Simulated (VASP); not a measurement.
Input of a VASP 6.6.1 run:

Contents of INCAR:

```
SYSTEM = Al2Cu
PREC     = Accurate       ! precision mode
ENCUT    = 520            ! plane-wave cutoff, eV
EDIFF    = 1E-6           ! SCF threshold, eV
ISMEAR   = 0              ! smearing method
SIGMA    = 0.05           ! smearing width, eV
LREAL    = .False.        ! projectors in reciprocal space
LASPH    = .True.         ! aspherical terms in the spheres
NELM     = 60             ! most SCF steps
ALGO     = Normal         ! electronic algorithm
ISIF     = 2              ! what is computed and relaxed
LWAVE    = .False.        ! write WAVECAR
LCHARG   = .True.         ! write CHGCAR
GGA      = PE             ! functional
LELF     = .True.         ! ELF
LVHAR    = .True.       
NBANDS   = 16             ! bands
```

KPOINTS

```
regular mesh
0
Gamma
  12 12 12
  0 0 0
```

The input POSCAR:

```
Al2Cu
1.0
   -2.0303375000      2.0303375000      2.8510940000
    2.0303375000     -2.0303375000      2.8510940000
    2.0303375000      2.0303375000     -2.8510940000
Al Cu
2 1
Direct
    0.7500000000      0.2500000000      0.5000000000
    0.2500000000      0.7500000000      0.5000000000
    0.5000000000      0.5000000000      0.0000000000
```

Potentials or basis: VASP PAW PBE potentials, release 64 (Al, Cu).

Command:

```console
$ cat potpaw_PBE.64/Al/POTCAR potpaw_PBE.64/Cu/POTCAR > POTCAR
$ mpirun -np 1 vasp_std > vasp.out
```

Problem. Estimate the pressure.

Solution. 3.0 GPa.

Stress tensor (GPa, compression positive):
```
2.83 0.00 0.00
0.00 2.83 0.00
0.00 0.00 3.21
```
